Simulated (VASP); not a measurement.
Write the native input for VASP 6.6.1 that does the following.

```yaml
Task: single point
Functional: PBE
Potentials_or_basis: VASP PAW PBE potentials, release 64 (Au)
Cutoff: 520 eV
k_mesh: 45 × 45 × 45
Occupations: fermi-dirac, width 0.0612256 eV
Spin: no spin polarisation
Dipole_correction: no
Further_INCAR_settings: ALGO = Normal; EDIFF = 1e-06; NBANDS = 12
```

The structure of Au lies in POSCAR:

```
Au
1.0
    0.0000000000      2.0362379301      2.0362379301
    2.0362379301      0.0000000000      2.0362379301
    2.0362379301      2.0362379301      0.0000000000
Au
1
Direct
    0.0000000000      0.0000000000      0.0000000000
```

The input as run:

INCAR

```
SYSTEM = Au
ALGO = Normal
EDIFF = 1E-6
ENCUT = 520
GGA = PE
ISIF = 2
ISMEAR = -1
LASPH = .TRUE.
LCHARG = .TRUE.
LELF = .TRUE.
LREAL = .FALSE.
LVHAR = .TRUE.
LWAVE = .FALSE.
NBANDS = 12
NELM = 100
PREC = Accurate
SIGMA = 0.06122561905347299
```

KPOINTS

```
k-points
0
G
  45 45 45
  0 0 0
```

Potentials or basis: VASP PAW PBE potentials, release 64 (Au).

Command:

```bash
$ cat potpaw_PBE.64/Au/POTCAR > POTCAR
$ mpirun -np 1 vasp_std > vasp.out
```

Results of the run:

| Item | Value |
| --- | --- |
| Pressure | 10.1 GPa |
| Band gap on the k mesh | zero (an odd number of electrons rules out a gap without spin polarisation) |

Caveat: the cell stands under pressure; spin-orbit coupling is left out, which moves the levels of the heavy elements.

Wall time 4.7 min on 1 thread of Intel Xeon 8259CL (shared host), peak memory 0.54 GiB.
